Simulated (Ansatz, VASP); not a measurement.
**Two plane-wave programs on Mg**

Contents of INCAR:

```
SYSTEM = Mg
PREC = Accurate ; ENCUT = 520
EDIFF = 1E-6 ; ISMEAR = 0
SIGMA = 0.1 ; LREAL = .FALSE.
LASPH = .TRUE. ; NELM = 100
ALGO = Fast ; ISIF = 2
LWAVE = .FALSE. ; LCHARG = .FALSE.
GGA = PE ; NBANDS = 9
```

KPOINTS

```
Automatic mesh
0
G
  15 15 8
  0 0 0
```

Contents of POSCAR:

```
Mg
1.0
    3.5070373946      0.0000000000      0.0000000000
   -1.7535186973      3.0371834757      0.0000000000
    0.0000000000      0.0000000000      5.5592418511
Mg
2
Direct
    0.6666666700      0.3333333300      0.7500000000
    0.3333333300      0.6666666700      0.2500000000
```

Input for Ansatz:

```yaml
crystal:
  lattice:
    - [3.5070373946, 0.0, 0.0]
    - [-1.7535186973, 3.0371834757, 0.0]
    - [0.0, 0.0, 5.5592418511]
  atoms:
    - { symbol: Mg, position: [0.66666667, 0.33333333, 0.75] }
    - { symbol: Mg, position: [0.33333333, 0.66666667, 0.25] }
basis:
  ecutwfc: 420
kpoints:
  mp_grid: { grid: [15, 15, 8] }
hamiltonian:
  xc: pbe
scf:
  occupations: { method: gaussian, width: 0.1 }
output:
  forces: true
  stress: true
  eigenvalues: true
```

Alike in both runs: task single point; functional PBE; k mesh 15 × 15 × 8; occupations gaussian, width 0.1 eV; no spin polarisation.

|  | VASP | Ansatz |
| --- | --- | --- |
| version | VASP 6.6.1 | Ansatz 0.2.0 |
| potentials or method | VASP PAW PBE potentials, release 64 (Mg), cutoff 520 eV | scalar-relativistic, plane waves, PAW |
| valence electrons in the cell | 4 | 20 |

|  | VASP | Ansatz | Ansatz less VASP |
| --- | --- | --- | --- |
| gap on the k mesh at the Fermi level (eV) | none | none | - |
| pressure (GPa) | -5.5 | -5.4 | +0.09 |
| traceless stress, the component that is largest in VASP (GPa) | 0.05 | 0.05 | +0.004 |

A gap of «none» marks a metal or a gap that the smearing closes. VASP's potentials hold 4 valence electrons a cell and Ansatz's 20, so a difference there can come from the potentials and not from the codes.
